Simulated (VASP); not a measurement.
# MgS (P6_3mc) in VASP: single point with PBE

Aim: the single point of MgS with PBE.

Program: VASP 6.6.1. These are calculated values, not measurements. Logs are shortened: lines on timing, memory, paths and dates and some standing lists are left out, and cuts for length are marked.

## (1) The cell of the first run

The structure is hexagonal, space group P6_3mc (No. 186). Conventional cell: a = 3.520 Å, b = 3.520 Å, c = 5.469 Å, α = 90.00°, β = 90.00°, γ = 120.00°. Within 2.7 Å of Mg (site symmetry 3m) lie 4 S at 2.06 to 2.41 Å. S (site symmetry 3m) has 4 Mg at 2.06 to 2.41 Å within 2.7 Å.

## (2) Single point, PBE (O replaced by S, lengths x 1.113, strained)

Contents of INCAR:

```
SYSTEM = MgS
PREC = Accurate ; ENCUT = 520
EDIFF = 1E-6 ; ISMEAR = 0
SIGMA = 0.02 ; LREAL = .FALSE.
LASPH = .TRUE. ; NELM = 80
ALGO = Normal ; ISIF = 2
LWAVE = .FALSE. ; LCHARG = .FALSE.
GGA = PE ; NBANDS = 16
```

Contents of KPOINTS:

```
Automatic mesh
0
G
  9 9 4
  0 0 0
```

Contents of POSCAR:

```
MgS
1.0
    3.5199363632      0.0000000000      0.0000000000
   -1.7599681817      3.0483543102      0.0000000000
    0.0000000000      0.0000000000      5.4688504203
Mg S
2 2
Direct
    0.3333333300      0.6666666700     -0.0179089686
    0.6666666700      0.3333333300      0.4820910314
    0.3333333300      0.6666666700      0.4225089686
    0.6666666700      0.3333333300      0.9225089686
```

Potentials or basis: VASP PAW PBE potentials, release 64 (Mg, S).

The run is started by

```sh
$ cat potpaw_PBE.64/Mg/POTCAR potpaw_PBE.64/S/POTCAR > POTCAR
$ mpirun -np 1 vasp_std > vasp.out
```

OUTCAR:

```text
SYSTEM = MgS
   PREC = Accurate
   ENCUT = 520
   EDIFF = 1E-6
   ISMEAR = 0
   LREAL = .FALSE.
   LASPH = .TRUE.
   NELM = 80
   ISIF = 2
   GGA = PE

 ion  position               nearest neighbor table
   1  0.333  0.667  0.982-   4 2.06   4 2.06   4 2.06   3 2.41   3 3.06   2 3.41   2 3.41   2 3.41
                             2 3.41   2 3.41   2 3.41
   2  0.667  0.333  0.482-   3 2.06   3 2.06   3 2.06   4 2.41   4 3.06   1 3.41   1 3.41   1 3.41
                             1 3.41   1 3.41   1 3.41
   3  0.333  0.667  0.423-   2 2.06   2 2.06   2 2.06   1 2.41   1 3.06
   4  0.667  0.333  0.923-   1 2.06   1 2.06   1 2.06   2 2.41   2 3.06

  LATTYP: Found a hexagonal cell.
 ALAT       =     3.5199363632
 C/A-ratio  =     1.5536787760

  Lattice vectors:

 A1 = (   3.5199363632,   0.0000000000,   0.0000000000)
 A2 = (  -1.7599681817,   3.0483543102,   0.0000000000)
 A3 = (   0.0000000000,   0.0000000000,   5.4688504203)

Analysis of symmetry for initial positions (statically):
=====================================================================
 Subroutine PRICEL returns:
 Original cell was already a primitive cell.

 Routine SETGRP: Setting up the symmetry group for a
 hexagonal supercell.

 Subroutine GETGRP returns: Found 12 space group operations
 (whereof  6 operations were pure point group operations)
 out of a pool of 24 trial point group operations.

The static configuration has the point symmetry C_3v.
 The point group associated with its full space group is C_6v.

Analysis of symmetry for dynamics (positions and initial velocities):
=====================================================================
 Subroutine PRICEL returns:
 Original cell was already a primitive cell.

 Routine SETGRP: Setting up the symmetry group for a
 hexagonal supercell.

 Subroutine GETGRP returns: Found 12 space group operations
 (whereof  6 operations were pure point group operations)
 out of a pool of 24 trial point group operations.

The dynamic configuration has the point symmetry C_3v.
 The point group associated with its full space group is C_6v.

 Subroutine INISYM returns: Found 12 space group operations
 (whereof  6 operations are pure point group operations),
 and found     1 'primitive' translations

----------------------------------------------------------------------------------------

                                     Primitive cell

  volume of cell :      58.6808

  direct lattice vectors                    reciprocal lattice vectors
     3.519936363  0.000000000  0.000000000     0.284096045  0.164022928  0.000000000
    -1.759968182  3.048354310  0.000000000     0.000000000  0.328045856  0.000000000
     0.000000000  0.000000000  5.468850420     0.000000000  0.000000000  0.182853785

  length of vectors
     3.519936363  3.519936363  5.468850420     0.328045856  0.328045856  0.182853785

  position of ions in fractional coordinates (direct lattice)
     0.333333330  0.666666670  0.982091031
     0.666666670  0.333333330  0.482091031
     0.333333330  0.666666670  0.422508969
     0.666666670  0.333333330  0.922508969

  ion indices of the primitive-cell ions
   primitive index   ion index
                 1           1
                 2           2
                 3           3
                 4           4

----------------------------------------------------------------------------------------

 KPOINTS: Automatic mesh

Automatic generation of k-mesh.
 Grid dimensions read from file:
 generate k-points for:    9    9    4

 Generating k-lattice:

  Cartesian coordinates                     Fractional coordinates (reciprocal lattice)
     0.031566227  0.018224770  0.000000000     0.111111111  0.000000000  0.000000000
     0.000000000  0.036449540  0.000000000     0.000000000  0.111111111  0.000000000
     0.000000000  0.000000000  0.045713446     0.000000000  0.000000000  0.250000000

  Length of vectors
     0.036449540  0.036449540  0.045713446

  Shift w.r.t. Gamma in fractional coordinates (k-lattice)
     0.000000000  0.000000000  0.000000000

 Subroutine IBZKPT returns following result:
 ===========================================

 Found     36 irreducible k-points:

 Following reciprocal coordinates:
            Coordinates               Weight
  0.000000  0.000000  0.000000      1.000000
  0.111111  0.000000  0.000000      6.000000
  0.222222 -0.000000  0.000000      6.000000
  0.333333  0.000000  0.000000      6.000000
  0.444444 -0.000000  0.000000      6.000000
  0.111111  0.111111  0.000000      6.000000
[... 16 lines left out ...]
  0.333333  0.222222  0.250000     24.000000
  0.333333  0.333333  0.250000      4.000000
 [... further k-points ...]
   k-points           NKPTS =     36   k-points in BZ     NKDIM =     36   number of bands    NBANDS=     16
   number of dos      NEDOS =    301   number of ions     NIONS =      4
   total plane-waves  NPLWV =  32928
   dimension x,y,z NGX =    28 NGY =   28 NGZ =   42
   dimension x,y,z NGXF=    56 NGYF=   56 NGZF=   84
   ions per type =               2   2
   NGX,Y,Z   is equivalent  to a cutoff of  13.22, 13.22, 12.77 a.u.
   NGXF,Y,Z  is equivalent  to a cutoff of  26.45, 26.45, 25.53 a.u.
 SYSTEM =  MgS
   PREC   = accura    normal or accurate (medium, high low for compatibility)
   ISTART =      0    job   : 0-new  1-cont  2-samecut
   ICHARG =      2    charge: 1-file 2-atom 10-const
   ISPIN  =      1    spin polarized calculation?
   LNONCOLLINEAR =      F non collinear calculations
   LSORBIT =      F    spin-orbit coupling
   LASPH  =      T    aspherical Exc in radial PAW
   ENCUT  =  520.0 eV  38.22 Ry    6.18 a.u.   6.54  6.54 10.17*2*pi/ulx,y,z
   NELM   =     80;   NELMIN=  2; NELMDL= -5     # of ELM steps
   EDIFF  = 0.1E-05   stopping-criterion for ELM
   LREAL  =      F    real-space projection
   EDIFFG = 0.1E-04   stopping-criterion for IOM
   NSW    =      0    number of steps for IOM
   IBRION =     -1    ionic relax: 0-MD 1-quasi-New 2-CG
   NFREE  =      0    steps in history (QN), initial steepest desc. (CG)
   ISIF   =      2    stress and relaxation
   ISYM   =      2    0-nonsym 1-usesym 2-fastsym
   POTIM  = 0.5000    time-step for ionic-motion
   TEBEG  =    0.0;   TEEND  =   0.0 temperature during run
   PSTRESS=    0.0 pullay stress
   NELECT =      16.0000    total number of electrons
   NUPDOWN=      -1.0000    fix difference up-down
   EMIN   =  10.00;   EMAX   =-10.00  energy-range for DOS
   EFERMI =   0.00;   METHOD = LEGACY
   ISMEAR =     0;   SIGMA  =   0.02  broadening in eV -4-tet -1-fermi 0-gaus
   EFERMI_NEDOS =   21; number of points for ismear=-14 and -15
   IALGO  =     38    algorithm
   IMIX   =      4    mixing-type and parameters
     AMIX     =   0.40;   BMIX     =  1.00
     AMIX_MAG =   1.60;   BMIX_MAG =  1.00
  volume/ion in A,a.u.               =      14.67        99.00
  Fermi-wavevector in a.u.,A,eV,Ry     =   1.061572  2.006080 15.332879  1.126935
  Thomas-Fermi vector in A             =   2.196993
   LORBIT       =      0    0 simple, 1 ext, 2 COOP (PROOUT), +10 PAW based schemes
   GGA     = PE    functional components
   LHFCALC =     F    Hartree Fock is set to
   AEXX    =    0.0000 exact exchange contribution
   IVDW    =     0    specifies the selected vdW correction
   LEPSILON=     F    determine dielectric tensor
   LRPA    =     F    only Hartree local field effects (RPA)
 non-spin polarized calculation
 Gauss-broadening in eV      SIGMA  =   0.02
  energy-cutoff  :      520.00
  volume of cell :       58.68
 maximum number of plane-waves:      1616
 NGX is ok and might be reduce to    28
   NGX = 13   NGY = 13   NGZ = 21

 number of electron      15.9999997 magnetization

 Free energy of the ion-electron system (eV)
  ---------------------------------------------------
  ext. energy  EPLUGINS =         0.00000000
  ---------------------------------------------------
  free energy    TOTEN  =       -12.00395629 eV

  energy without entropy =      -12.00395629  energy(sigma->0) =      -12.00395629

 E-fermi :   5.5462     XC(G=0): -10.1991

 val. band max:        5.4551709265   @ k =   0.0000   0.0000   0.0000
 cond. band min:       8.8867999705   @ k =   0.3333   0.3333   0.0000
 fundamental gap:      3.4316290439
 Fermi energy:         5.5462251989

 k-point     1 :       0.0000    0.0000    0.0000
  band No.  band energies     occupation
      1      -8.7104      2.00000
      2      -6.9104      2.00000
      3      -0.3081      2.00000
      4       3.5789      2.00000
      5       3.5789      2.00000
      6       4.2957      2.00000
[... 8 lines left out ...]
     15      14.0587      0.00000
     16      14.5227      0.00000

 k-point     2 :       0.1111    0.0000    0.0000
  band No.  band energies     occupation
      1      -8.5861      2.00000
      2      -6.8425      2.00000
      3      -0.1642      2.00000
      4       3.0256      2.00000
      5       3.4155      2.00000
      6       3.8236      2.00000
[... 8 lines left out ...]
     15      14.0745      0.00000
     16      14.4282      0.00000

 k-point     3 :       0.2222   -0.0000    0.0000
  band No.  band energies     occupation
      1      -8.2348      2.00000
      2      -6.6772      2.00000
      3       0.2559      2.00000
      4       1.8573      2.00000
      5       2.8279      2.00000
      6       3.0871      2.00000
[... 8 lines left out ...]
     15      14.2202      0.00000
     16      15.4136      0.00000
[... 362 lines left out ...]
 k-point    23 :       0.3333    0.2222    0.2500
  band No.  band energies     occupation
      1      -6.9570      2.00000
      2      -6.6093      2.00000
      3       0.2891      2.00000
      4       0.7449      2.00000
      5       1.4777      2.00000
      6       2.4802      2.00000
[... 8 lines left out ...]
     15      16.1387      0.00000
     16      16.5668      0.00000

 k-point    24 :       0.3333    0.3333    0.2500
  band No.  band energies     occupation
      1      -6.7106      2.00000
      2      -6.7106      2.00000
      3       0.6337      2.00000
      4       0.8478      2.00000
      5       0.8478      2.00000
      6       2.0233      2.00000
[... 8 lines left out ...]
     15      15.6803      0.00000
     16      16.2910      0.00000

 [... further k-points ...]

------------------------ aborting loop because EDIFF is reached ----------------------------------------

  FORCE on cell =-STRESS in cart. coord.  units (eV):
  Direction    XX          YY          ZZ          XY          YZ          ZX
  --------------------------------------------------------------------------------------
  -------------------------------------------------------------------------------------
  Total       30.6381215     30.6381215      8.9901826     -0.0000000      0.0000000      0.0000000
  in kB      836.5201675    836.5201674    245.4611670     -0.0000000      0.0000000      0.0000000
  external PRESSURE =     639.5005006 kB  Pullay stress =       0.0000000 kB

 VOLUME and BASIS-vectors are now :
 -----------------------------------------------------------------------------
  energy-cutoff  :      520.00
  volume of cell :       58.68
      direct lattice vectors                 reciprocal lattice vectors
     3.519936363  0.000000000  0.000000000     0.284096045  0.164022928  0.000000000
    -1.759968182  3.048354310  0.000000000     0.000000000  0.328045856  0.000000000
     0.000000000  0.000000000  5.468850420     0.000000000  0.000000000  0.182853785

 POSITION                                       TOTAL-FORCE (eV/Angst)
 -----------------------------------------------------------------------------------
     -0.00000      2.03224      5.37091         0.000000     -0.000000      1.519087
      1.75997      1.01612      2.63648         0.000000      0.000000      1.519087
     -0.00000      2.03224      2.31064        -0.000000      0.000000     -1.519087
      1.75997      1.01612      5.04506         0.000000     -0.000000     -1.519087
 -----------------------------------------------------------------------------------
    total drift:                               -0.000008      0.000005      0.000805

  FREE ENERGIE OF THE ION-ELECTRON SYSTEM (eV)
  ---------------------------------------------------
  free  energy   TOTEN  =       -12.0039562880 eV

  energy  without entropy=      -12.0039562880  energy(sigma->0) =      -12.00395629
```

Run time: 64 s. Hardware: 1 thread of Intel Xeon 8259CL, shared host; peak memory 0.19 GiB.

Results:

```
Free energy            : -12.0040 eV
Pressure               : 64.0 GPa
Largest force          : 1.519 eV/Å
Band gap on the k mesh : 3.43 eV (least direct gap 5.21 eV)
```

Forces on the atoms (eV/Å):
```
Mg   0.000  0.000  1.519
Mg   0.000  0.000  1.519
S    0.000  0.000 -1.519
S    0.000  0.000 -1.519
```

Stress tensor (GPa, compression positive):
```
83.65  0.00  0.00
 0.00 83.65  0.00
 0.00  0.00 24.55
```

Levels at points of the mesh, in eV from the valence-band top:
| k point | band 6 | band 7 | band 8 | band 9 | band 10 | band 11 |
| --- | --- | --- | --- | --- | --- | --- |
| (0.00, 0.00, 0.00) | -1.16 | -1.16 | 0.00 | 5.21 | 5.44 | 7.28 |
| (0.00, 0.00, 0.50) | -1.53 | -1.53 | -1.53 | 6.27 | 6.27 | 7.32 |

Caveat: the cell differs from its parent crystal (O replaced by S, lengths x 1.113, strained); the stress differs along the axes, from 25 to 84 GPa; forces of over 1 eV/Å act on the atoms, so gaps and moduli don't describe the material at rest. A k mesh can miss the band edges.
